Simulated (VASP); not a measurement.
# Ag (Fm-3m) in VASP: further runs, part 2 of 2

VASP 6.6.1. Earlier steps stand in the parts before.

### 5 Single point, PBE

This run uses another cell than the first one, of 17.05 Å³/atom, 1.136 times its volume.

The input, INCAR:

```
SYSTEM = Ag
ALGO     = Normal         ! electronic algorithm
EDIFF    = 1E-7           ! SCF threshold, eV
ENCUT    = 520            ! plane-wave cutoff, eV
GGA      = PE             ! functional
ISIF     = 2              ! what is computed and relaxed
ISMEAR   = 1              ! smearing method
LASPH    = .True.         ! aspherical terms in the spheres
LCHARG   = .False.        ! write CHGCAR
LREAL    = .False.        ! projectors in reciprocal space
LWAVE    = .False.        ! write WAVECAR
NBANDS   = 12             ! bands
NELM     = 60             ! most SCF steps
PREC     = Accurate       ! precision mode
SIGMA    = 0.1            ! smearing width, eV
```

The input, KPOINTS:

```
k-points
0
Gamma
  12 12 12
  0 0 0
```

The input, POSCAR:

```
Ag
1.0
    0.0000000000      2.0427500000      2.0427500000
    2.0427500000      0.0000000000      2.0427500000
    2.0427500000      2.0427500000      0.0000000000
Ag
1
Direct
    0.0000000000      0.0000000000      0.0000000000
```

Potentials or basis: VASP PAW PBE potentials, release 64 (Ag).

On the command line:

```
$ cat potpaw_PBE.64/Ag/POTCAR > POTCAR
$ mpirun -np 1 vasp_std > vasp.out
```

OUTCAR:

```text
SYSTEM = Ag
   EDIFF = 1E-7
   ENCUT = 520
   GGA = PE
   ISIF = 2
   ISMEAR = 1
   LASPH = .True.
   LREAL = .False.
   NELM = 60
   PREC = Accurate

 ion  position               nearest neighbor table
   1  0.000  0.000  0.000-

  LATTYP: Found a face centered cubic cell.
 ALAT       =     4.0855000000

  Lattice vectors:

 A1 = (   0.0000000000,   2.0427500000,   2.0427500000)
 A2 = (   2.0427500000,   0.0000000000,   2.0427500000)
 A3 = (   2.0427500000,   2.0427500000,   0.0000000000)

Analysis of symmetry for initial positions (statically):
=====================================================================
 Subroutine PRICEL returns:
 Original cell was already a primitive cell.

 Routine SETGRP: Setting up the symmetry group for a
 face centered cubic supercell.

 Subroutine GETGRP returns: Found 48 space group operations
 (whereof 48 operations were pure point group operations)
 out of a pool of 48 trial point group operations.

The static configuration has the point symmetry O_h .

Analysis of symmetry for dynamics (positions and initial velocities):
[... 160 lines left out ...]
 val. band max:        8.2383747845   @ k =   0.5000   0.3333   0.1667
 cond. band min:       8.4174649453   @ k =   0.5000   0.0833   0.0000
 fundamental gap:      0.1790901607
 Fermi energy:         8.3996042518

 k-point     1 :       0.0000    0.0000    0.0000
  band No.  band energies     occupation
      1       0.6633      2.00000
      2       3.6279      2.00000
      3       3.6279      2.00000
      4       3.6279      2.00000
      5       4.6626      2.00000
      6       4.6626      2.00000
      7      24.4571      0.00000
      8      28.0364      0.00000
      9      28.0364      0.00000
     10      28.0364      0.00000
     11      32.8412      0.00000
     12      33.9863      0.00000
[... 331 lines left out ...]
 k-point    24 :      -0.4167    0.1667    0.0000
  band No.  band energies     occupation
      1       2.4722      2.00000
      2       3.3681      2.00000
      3       3.9711      2.00000
      4       4.4393      2.00000
      5       5.3217      2.00000
      6       9.5993     -0.00000
      7      12.5276      0.00000
      8      21.1825      0.00000
      9      24.7513      0.00000
     10      24.8071      0.00000
     11      32.8500      0.00000
     12      33.0901      0.00000

 [... further k-points ...]
[... 5 lines left out ...]
  --------------------------------------------------------------------------------------
  -------------------------------------------------------------------------------------
  Total        0.5002561      0.5002561      0.5002561     -0.0000000     -0.0000000     -0.0000000
  in kB       47.0140108     47.0140108     47.0140108     -0.0000000     -0.0000000     -0.0000000
  external PRESSURE =      47.0140108 kB  Pullay stress =       0.0000000 kB

 VOLUME and BASIS-vectors are now :
 -----------------------------------------------------------------------------
  energy-cutoff  :      520.00
  volume of cell :       17.05
      direct lattice vectors                 reciprocal lattice vectors
     0.000000000  2.042750000  2.042750000    -0.244768082  0.244768082  0.244768082
     2.042750000  0.000000000  2.042750000     0.244768082 -0.244768082  0.244768082
     2.042750000  2.042750000  0.000000000     0.244768082  0.244768082 -0.244768082

 POSITION                                       TOTAL-FORCE (eV/Angst)
 -----------------------------------------------------------------------------------
      0.00000      0.00000      0.00000         0.000000     -0.000000     -0.000000
 -----------------------------------------------------------------------------------
    total drift:                               -0.000000      0.000000      0.000000

  FREE ENERGIE OF THE ION-ELECTRON SYSTEM (eV)
  ---------------------------------------------------
  free  energy   TOTEN  =        -2.7015831833 eV

  energy  without entropy=       -2.7011129281  energy(sigma->0) =       -2.70142643
```

OSZICAR:

```text
N       E                     dE             d eps       ncg     rms          rms(c)
DAV:   1     0.522757535516E+02    0.52276E+02   -0.54446E+03  1736   0.826E+02
DAV:   2    -0.214986623290E+01   -0.54426E+02   -0.51383E+02  2004   0.194E+02
DAV:   3    -0.295546616777E+01   -0.80560E+00   -0.80524E+00  2044   0.249E+01
DAV:   4    -0.295782826559E+01   -0.23621E-02   -0.23620E-02  1976   0.142E+00
DAV:   5    -0.295784675896E+01   -0.18493E-04   -0.18494E-04  2068   0.113E-01    0.524E+00
DAV:   6    -0.271253025801E+01    0.24532E+00   -0.96312E-01  1856   0.880E+00    0.342E+00
DAV:   7    -0.270455109550E+01    0.79792E-02   -0.87089E-03  1988   0.891E-01    0.193E+00
DAV:   8    -0.270157100836E+01    0.29801E-02   -0.68366E-04  1976   0.193E-01    0.863E-02
DAV:   9    -0.270157840466E+01   -0.73963E-05   -0.80657E-06  2024   0.209E-02    0.254E-02
DAV:  10    -0.270158367742E+01   -0.52728E-05   -0.37786E-06  2004   0.182E-02    0.568E-03
DAV:  11    -0.270158324140E+01    0.43602E-06   -0.80888E-08  1672   0.235E-03    0.677E-04
DAV:  12    -0.270158318326E+01    0.58136E-07   -0.62946E-09  1072   0.673E-04
   1 F= -.27015832E+01 E0= -.27014264E+01  d E =-.470255E-03
```

Run time: 12 s. Hardware: 1 thread of Intel Xeon 8259CL, shared host; peak memory 0.15 GiB.

What came out:

```yaml
Free_energy: -2.7016 eV
Pressure: 4.7 GPa
```

Levels at points of the mesh, in eV from the Fermi level:
```
           k point  band 2  band 3  band 4  band 5  band 6  band 7  band 8  band 9  band 10  band 11
(0.00, 0.00, 0.00)   -4.77   -4.77   -4.77   -3.74   -3.74   16.06   19.64   19.64    19.64    24.44
(0.50, 0.00, 0.00)   -4.79   -4.79   -2.94   -2.94   -0.37    3.64   15.29   17.91    17.91    22.89
(0.50, 0.50, 0.00)   -6.27   -2.97   -2.73   -2.73    1.64    6.78   10.70   10.70    17.22    17.29
```

### 6 Summary

```tsv
cell	gap on the mesh (eV)	pressure (GPa)
a = 2.768 Å, angles 60.0°, 1 atom	none	25.5
a = 2.810 Å, angles 60.0°, 1 atom	none	16.7
a = 2.850 Å, angles 60.0°, 1 atom	none	9.9
a = 2.889 Å, angles 60.0°, 1 atom	none	4.7
```

Alike in all rows: task single point; level PBE; potentials or basis VASP PAW PBE potentials, release 64 (Ag); no spin polarisation; k mesh 12 × 12 × 12; cutoff (eV) 520; smearing methfessel-paxton 0.1 eV.

Absolute energies hang on the potentials; compare differences alone.
